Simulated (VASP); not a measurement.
# KBr (Fm-3m) in VASP: further runs

KBr is run at these levels: LDA, PBEsol; tasks: single point.

Program: VASP 6.6.1. These are calculated values, not measurements. Logs are shortened: lines on timing, memory, paths and dates and some standing lists are left out, and cuts for length are marked.

**1. The cell of the first run**

The structure is cubic, space group Fm-3m (No. 225). Conventional cell: a = 6.585 Å, b = 6.585 Å, c = 6.585 Å, α = 90.00°, β = 90.00°, γ = 90.00°. Within 4.3 Å of K (site symmetry m-3m) lie 6 Br at 3.29 Å. Within 4.3 Å of Br (site symmetry m-3m) lie 6 K at 3.29 Å.

**2. Single point, LDA**

Contents of INCAR:

```
SYSTEM = KBr
  PREC = Accurate
  ENCUT = 520
  EDIFF = 1E-6
  ISMEAR = -1
  SIGMA = 0.01
  LREAL = .FALSE.
  LASPH = .TRUE.
  NELM = 80
  ALGO = Normal
  ISIF = 2
  LWAVE = .FALSE.
  LCHARG = .TRUE.
  LELF = .TRUE.
  LVHAR = .TRUE.
  NBANDS = 15
```

Contents of KPOINTS:

```
regular mesh
0
G
  6 6 6
  0 0 0
```

Contents of POSCAR:

```
KBr
1.0
    0.0000000000      3.2925000000      3.2925000000
    3.2925000000      0.0000000000      3.2925000000
    3.2925000000      3.2925000000      0.0000000000
K Br
1 1
Direct
    0.0000000000      0.0000000000      0.0000000000
    0.5000000000      0.5000000000      0.5000000000
```

Potentials or basis: VASP PAW LDA potentials, release 64 (K_sv, Br).

Command:

```bash
cat potpaw_LDA.64/K_sv/POTCAR potpaw_LDA.64/Br/POTCAR > POTCAR
mpirun -np 1 vasp_std > vasp.out
```

OUTCAR:

```text
SYSTEM = KBr
   PREC = Accurate
   ENCUT = 520
   EDIFF = 1E-6
   ISMEAR = -1
   LREAL = .FALSE.
   LASPH = .TRUE.
   NELM = 80
   ISIF = 2

 ion  position               nearest neighbor table
   1  0.000  0.000  0.000-   2 3.29   2 3.29   2 3.29   2 3.29   2 3.29   2 3.29
   2  0.500  0.500  0.500-   1 3.29   1 3.29   1 3.29   1 3.29   1 3.29   1 3.29

  LATTYP: Found a face centered cubic cell.
 ALAT       =     6.5850000000

  Lattice vectors:

 A1 = (   0.0000000000,   3.2925000000,   3.2925000000)
 A2 = (   3.2925000000,   0.0000000000,   3.2925000000)
 A3 = (   3.2925000000,   3.2925000000,   0.0000000000)

Analysis of symmetry for initial positions (statically):
=====================================================================
 Subroutine PRICEL returns:
 Original cell was already a primitive cell.

 Routine SETGRP: Setting up the symmetry group for a
 face centered cubic supercell.

 Subroutine GETGRP returns: Found 48 space group operations
 (whereof 48 operations were pure point group operations)
 out of a pool of 48 trial point group operations.

The static configuration has the point symmetry O_h .

Analysis of symmetry for dynamics (positions and initial velocities):
=====================================================================
 Subroutine PRICEL returns:
 Original cell was already a primitive cell.

 Routine SETGRP: Setting up the symmetry group for a
 face centered cubic supercell.

 Subroutine GETGRP returns: Found 48 space group operations
 (whereof 48 operations were pure point group operations)
 out of a pool of 48 trial point group operations.

The dynamic configuration has the point symmetry O_h .

 Subroutine INISYM returns: Found 48 space group operations
 (whereof 48 operations are pure point group operations),
 and found     1 'primitive' translations

----------------------------------------------------------------------------------------

                                     Primitive cell

  volume of cell :      71.3851

  direct lattice vectors                    reciprocal lattice vectors
     0.000000000  3.292500000  3.292500000    -0.151860289  0.151860289  0.151860289
     3.292500000  0.000000000  3.292500000     0.151860289 -0.151860289  0.151860289
     3.292500000  3.292500000  0.000000000     0.151860289  0.151860289 -0.151860289

  length of vectors
     4.656298154  4.656298154  4.656298154     0.263029735  0.263029735  0.263029735

  position of ions in fractional coordinates (direct lattice)
     0.000000000  0.000000000  0.000000000
     0.500000000  0.500000000  0.500000000

  ion indices of the primitive-cell ions
   primitive index   ion index
                 1           1
                 2           2

----------------------------------------------------------------------------------------

 KPOINTS: regular mesh

Automatic generation of k-mesh.
 Grid dimensions read from file:
 generate k-points for:    6    6    6

 Generating k-lattice:

  Cartesian coordinates                     Fractional coordinates (reciprocal lattice)
    -0.025310048  0.025310048  0.025310048     0.166666667  0.000000000  0.000000000
     0.025310048 -0.025310048  0.025310048     0.000000000  0.166666667  0.000000000
     0.025310048  0.025310048 -0.025310048     0.000000000  0.000000000  0.166666667

  Length of vectors
     0.043838289  0.043838289  0.043838289

  Shift w.r.t. Gamma in fractional coordinates (k-lattice)
     0.000000000  0.000000000  0.000000000

 Subroutine IBZKPT returns following result:
 ===========================================

 Found     16 irreducible k-points:

 Following reciprocal coordinates:
            Coordinates               Weight
  0.000000  0.000000  0.000000      1.000000
  0.166667  0.000000  0.000000      8.000000
  0.333333  0.000000  0.000000      8.000000
  0.500000  0.000000  0.000000      4.000000
  0.166667  0.166667  0.000000      6.000000
  0.333333  0.166667  0.000000     24.000000
[... 8 lines left out ...]
 -0.333333  0.333333  0.166667     24.000000
 -0.333333  0.500000  0.166667     12.000000
   k-points           NKPTS =     16   k-points in BZ     NKDIM =     16   number of bands    NBANDS=     15
   number of dos      NEDOS =    301   number of ions     NIONS =      2
   total plane-waves  NPLWV =  46656
   dimension x,y,z NGX =    36 NGY =   36 NGZ =   36
   dimension x,y,z NGXF=    72 NGYF=   72 NGZF=   72
   ions per type =               1   1
   NGX,Y,Z   is equivalent  to a cutoff of  12.85, 12.85, 12.85 a.u.
   NGXF,Y,Z  is equivalent  to a cutoff of  25.71, 25.71, 25.71 a.u.
 SYSTEM =  KBr
   PREC   = accura    normal or accurate (medium, high low for compatibility)
   ISTART =      0    job   : 0-new  1-cont  2-samecut
   ICHARG =      2    charge: 1-file 2-atom 10-const
   ISPIN  =      1    spin polarized calculation?
   LNONCOLLINEAR =      F non collinear calculations
   LSORBIT =      F    spin-orbit coupling
   LASPH  =      T    aspherical Exc in radial PAW
   ENCUT  =  520.0 eV  38.22 Ry    6.18 a.u.   8.66  8.66  8.66*2*pi/ulx,y,z
   NELM   =     80;   NELMIN=  2; NELMDL= -5     # of ELM steps
   EDIFF  = 0.1E-05   stopping-criterion for ELM
   LREAL  =      F    real-space projection
   EDIFFG = 0.1E-04   stopping-criterion for IOM
   NSW    =      0    number of steps for IOM
   IBRION =     -1    ionic relax: 0-MD 1-quasi-New 2-CG
   NFREE  =      0    steps in history (QN), initial steepest desc. (CG)
   ISIF   =      2    stress and relaxation
   ISYM   =      2    0-nonsym 1-usesym 2-fastsym
   POTIM  = 0.5000    time-step for ionic-motion
   TEBEG  =    0.0;   TEEND  =   0.0 temperature during run
   PSTRESS=    0.0 pullay stress
   NELECT =      16.0000    total number of electrons
   NUPDOWN=      -1.0000    fix difference up-down
   EMIN   =  10.00;   EMAX   =-10.00  energy-range for DOS
   EFERMI =   0.00;   METHOD = LEGACY
   ISMEAR =    -1;   SIGMA  =   0.01  broadening in eV -4-tet -1-fermi 0-gaus
   EFERMI_NEDOS =   21; number of points for ismear=-14 and -15
   IALGO  =     38    algorithm
   IMIX   =      4    mixing-type and parameters
     AMIX     =   0.40;   BMIX     =  1.00
     AMIX_MAG =   1.60;   BMIX_MAG =  1.00
  volume/ion in A,a.u.               =      35.69       240.87
  Fermi-wavevector in a.u.,A,eV,Ry     =   0.994441  1.879221 13.454978  0.988913
  Thomas-Fermi vector in A             =   2.126392
   LORBIT       =      0    0 simple, 1 ext, 2 COOP (PROOUT), +10 PAW based schemes
   GGA     = CA    functional components
   LHFCALC =     F    Hartree Fock is set to
   AEXX    =    0.0000 exact exchange contribution
   IVDW    =     0    specifies the selected vdW correction
   LEPSILON=     F    determine dielectric tensor
   LRPA    =     F    only Hartree local field effects (RPA)
 non-spin polarized calculation
  energy-cutoff  :      520.00
  volume of cell :       71.39
 maximum number of plane-waves:      1948
 NGX is ok and might be reduce to    36
   NGX = 17   NGY = 17   NGZ = 17

 number of electron      15.9999998 magnetization

 Free energy of the ion-electron system (eV)
  ---------------------------------------------------
  ext. energy  EPLUGINS =         0.00000000
  ---------------------------------------------------
  free energy    TOTEN  =        -6.80205315 eV

  energy without entropy =       -6.80205315  energy(sigma->0) =       -6.80205315

 E-fermi :  -1.6015     XC(G=0):  -7.9136

 val. band max:       -1.8857026288   @ k =   0.0000   0.0000   0.0000
 cond. band min:       2.1698527340   @ k =   0.0000   0.0000   0.0000
 fundamental gap:      4.0555553628
 Fermi energy:        -1.6014554859

 k-point     1 :       0.0000    0.0000    0.0000
  band No.  band energies     occupation
      1     -29.2803      2.00000
      2     -14.2178      2.00000
      3     -12.9956      2.00000
      4     -12.9956      2.00000
      5     -12.9956      2.00000
      6      -1.8857      2.00000
      7      -1.8857      2.00000
      8      -1.8857      2.00000
      9       2.1699      0.00000
     10       5.4610      0.00000
     11       5.4610      0.00000
     12       5.4610      0.00000
     13       6.3390      0.00000
     14       6.3390      0.00000
     15       9.3228      0.00000

 k-point     2 :       0.1667    0.0000    0.0000
  band No.  band energies     occupation
      1     -29.2786      2.00000
      2     -14.2629      2.00000
      3     -12.9972      2.00000
      4     -12.9972      2.00000
      5     -12.9330      2.00000
      6      -2.2872      2.00000
      7      -1.9811      2.00000
      8      -1.9811      2.00000
      9       2.8551      0.00000
     10       5.3032      0.00000
     11       5.7911      0.00000
     12       5.7911      0.00000
     13       6.7036      0.00000
     14       6.7036      0.00000
     15      10.2786      0.00000

 k-point     3 :       0.3333    0.0000    0.0000
  band No.  band energies     occupation
      1     -29.2754      2.00000
      2     -14.3424      2.00000
      3     -13.0003      2.00000
      4     -13.0003      2.00000
      5     -12.8174      2.00000
      6      -2.8981      2.00000
      7      -2.1593      2.00000
      8      -2.1593      2.00000
      9       3.9815      0.00000
     10       5.5506      0.00000
     11       6.6732      0.00000
     12       6.6732      0.00000
     13       7.6109      0.00000
     14       7.6109      0.00000
     15       9.3848      0.00000
[... 199 lines left out ...]
 k-point    15 :      -0.3333    0.3333    0.1667
  band No.  band energies     occupation
      1     -29.2723      2.00000
      2     -14.2532      2.00000
      3     -13.0509      2.00000
      4     -13.0366      2.00000
      5     -12.8807      2.00000
      6      -2.7711      2.00000
      7      -2.4483      2.00000
      8      -2.3082      2.00000
      9       5.0217      0.00000
     10       5.4165      0.00000
     11       6.3976      0.00000
     12       7.0315      0.00000
     13       8.2479      0.00000
     14       8.5628      0.00000
     15       8.9979      0.00000

 k-point    16 :      -0.3333    0.5000    0.1667
  band No.  band energies     occupation
      1     -29.2718      2.00000
      2     -14.1838      2.00000
      3     -13.0825      2.00000
      4     -13.0515      2.00000
      5     -12.9386      2.00000
      6      -2.6370      2.00000
      7      -2.3952      2.00000
      8      -2.3622      2.00000
      9       4.4103      0.00000
     10       5.7451      0.00000
     11       6.1249      0.00000
     12       7.1273      0.00000
     13       7.9491      0.00000
     14       8.7512      0.00000
     15       9.2145      0.00000

------------------------ aborting loop because EDIFF is reached ----------------------------------------

  FORCE on cell =-STRESS in cart. coord.  units (eV):
  Direction    XX          YY          ZZ          XY          YZ          ZX
  --------------------------------------------------------------------------------------
  -------------------------------------------------------------------------------------
  Total       -0.6791204     -0.6791204     -0.6791204      0.0000000      0.0000000      0.0000000
  in kB      -15.2422838    -15.2422838    -15.2422838      0.0000000      0.0000000      0.0000000
  external PRESSURE =     -15.2422838 kB  Pullay stress =       0.0000000 kB

 VOLUME and BASIS-vectors are now :
 -----------------------------------------------------------------------------
  energy-cutoff  :      520.00
  volume of cell :       71.39
      direct lattice vectors                 reciprocal lattice vectors
     0.000000000  3.292500000  3.292500000    -0.151860289  0.151860289  0.151860289
     3.292500000  0.000000000  3.292500000     0.151860289 -0.151860289  0.151860289
     3.292500000  3.292500000  0.000000000     0.151860289  0.151860289 -0.151860289

 POSITION                                       TOTAL-FORCE (eV/Angst)
 -----------------------------------------------------------------------------------
      0.00000      0.00000      0.00000         0.000000     -0.000000      0.000000
      3.29250      3.29250      3.29250        -0.000000      0.000000     -0.000000
 -----------------------------------------------------------------------------------
    total drift:                                0.000000      0.000000      0.000000

  FREE ENERGIE OF THE ION-ELECTRON SYSTEM (eV)
  ---------------------------------------------------
  free  energy   TOTEN  =        -6.8020531480 eV

  energy  without entropy=       -6.8020531480  energy(sigma->0) =       -6.80205315
```

It took 18 s on 1 thread of Intel Xeon 8259CL, shared host; peak memory 0.17 GiB.

Results:

```
Free energy            : -6.8021 eV
Pressure               : -1.5 GPa
Band gap on the k mesh : 4.06 eV
```

Levels at points of the mesh, in eV from the valence-band top:
| k point | band 4 | band 5 | band 6 | band 7 | band 8 | band 9 | band 10 | band 11 | band 12 | band 13 |
| --- | --- | --- | --- | --- | --- | --- | --- | --- | --- | --- |
| (0.00, 0.00, 0.00) | -11.11 | -11.11 | 0.00 | 0.00 | 0.00 | 4.06 | 7.35 | 7.35 | 7.35 | 8.22 |
| (0.50, 0.00, 0.00) | -11.12 | -10.88 | -1.26 | -0.36 | -0.36 | 6.26 | 7.95 | 9.54 | 9.54 | 9.85 |
| (0.50, 0.50, 0.00) | -11.15 | -11.15 | -0.86 | -0.30 | -0.30 | 5.55 | 6.88 | 9.18 | 9.21 | 9.49 |

**3. Single point, PBEsol**

Contents of INCAR:

```
SYSTEM = KBr
PREC     = Accurate       ! precision mode
ENCUT    = 520            ! plane-wave cutoff, eV
EDIFF    = 1E-6           ! SCF threshold, eV
ISMEAR   = -1             ! smearing method
SIGMA    = 0.01           ! smearing width, eV
LREAL    = .False.        ! projectors in reciprocal space
LASPH    = .True.         ! aspherical terms in the spheres
NELM     = 100            ! most SCF steps
ALGO     = Normal         ! electronic algorithm
ISIF     = 2              ! what is computed and relaxed
LWAVE    = .False.        ! write WAVECAR
LCHARG   = .False.        ! write CHGCAR
GGA      = PS             ! functional
NBANDS   = 15             ! bands
```

Contents of KPOINTS:

```
regular mesh
0
Gamma
  6 6 6
  0 0 0
```

POSCAR is that of step 2.

Potentials or basis: VASP PAW PBE potentials, release 64 (K_sv, Br).

Command:

```bash
cat potpaw_PBE.64/K_sv/POTCAR potpaw_PBE.64/Br/POTCAR > POTCAR
mpirun -np 1 vasp_std > vasp.out
```

Wall time 26 s (1 thread of Intel Xeon 8259CL, shared host); peak memory 0.21 GiB.

The run converged. Its results:

| Property | Result |
| --- | --- |
| Free energy | -6.4595 eV |
| Pressure | -0.2 GPa |
| Band gap on the k mesh | 4.30 eV |

Levels at points of the mesh, in eV from the valence-band top:
| k point | band 5 | band 6 | band 7 | band 8 | band 9 | band 10 | band 11 | band 12 |
| --- | --- | --- | --- | --- | --- | --- | --- | --- |
| (0.00, 0.00, 0.00) | -11.14 | 0.00 | 0.00 | 0.00 | 4.30 | 7.53 | 7.53 | 7.53 |
| (0.50, 0.00, 0.00) | -10.91 | -1.22 | -0.35 | -0.35 | 6.45 | 8.15 | 9.74 | 9.74 |
| (0.50, 0.50, 0.00) | -11.18 | -0.84 | -0.29 | -0.29 | 5.74 | 7.11 | 9.34 | 9.38 |

Caveat: the PAW data sets were made with another functional, which shifts forces and pressure a little. Expect the measured gap to be larger: semilocal functionals such as PBEsol lack the derivative discontinuity.
